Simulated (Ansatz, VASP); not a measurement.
**PbS: VASP beside Ansatz**

The input INCAR:

```
ALGO = Normal
EDIFF = 1E-6
ENCUT = 520
ISIF = 2
ISMEAR = -1
LASPH = T
LCHARG = F
LREAL = F
LWAVE = F
NBANDS = 17
NELM = 100
PREC = Accurate
SIGMA = 0.06
```

KPOINTS

```
k-points
0
Gamma
  8 8 8
```

The input POSCAR:

```
PbS
1.0
    0.0000000000      2.8837260000      2.8837260000
    2.8837260000      0.0000000000      2.8837260000
    2.8837260000      2.8837260000      0.0000000000
Pb S
1 1
Direct
    0.0000000000      0.0000000000      0.0000000000
    0.5000000000      0.5000000000      0.5000000000
```

Input for Ansatz:

```yaml
crystal:
  atoms:
  - position: [0.0, 0.0, 0.0]
    symbol: Pb
  - position: [0.5, 0.5, 0.5]
    symbol: S
  lattice:
  - [0.0, 2.883726, 2.883726]
  - [2.883726, 0.0, 2.883726]
  - [2.883726, 2.883726, 0.0]
hamiltonian:
  dispersion: none
  pseudopotentials:
    kind: all_electron
    lapw: {}
    relativity: scalar
  xc: lda
kpoints:
  mp_grid:
    grid: [8, 8, 8]
    shift: [0, 0, 0]
magnetization: {spin_polarized: false}
output: {forces: true, stress: true}
scf:
  occupations: {method: fermi_dirac, width: 0.06}
```

Alike in both runs: task single point; functional LDA; k mesh 8 × 8 × 8; occupations fermi-dirac, width 0.06 eV; no spin polarisation.

```csv
,VASP,Ansatz
version,VASP 6.6.1,Ansatz 0.2 development build
potentials or method,"VASP PAW LDA potentials, release 64 (Pb_d, S), cutoff 520 eV","all-electron full-potential LAPW, scalar-relativistic"
```

VASP gave:

| Property | Result |
| --- | --- |
| pressure (GPa) | 2.8 |

Question: Estimate Ansatz's values.

Answer: Pressure (GPa): 2.7.

LDA's correlation is that of Perdew and Zunger in VASP and of Perdew and Wang (1992) in Ansatz. Ansatz ran all-electron here, and VASP with PAW potentials.

Neither program's run includes spin-orbit coupling.
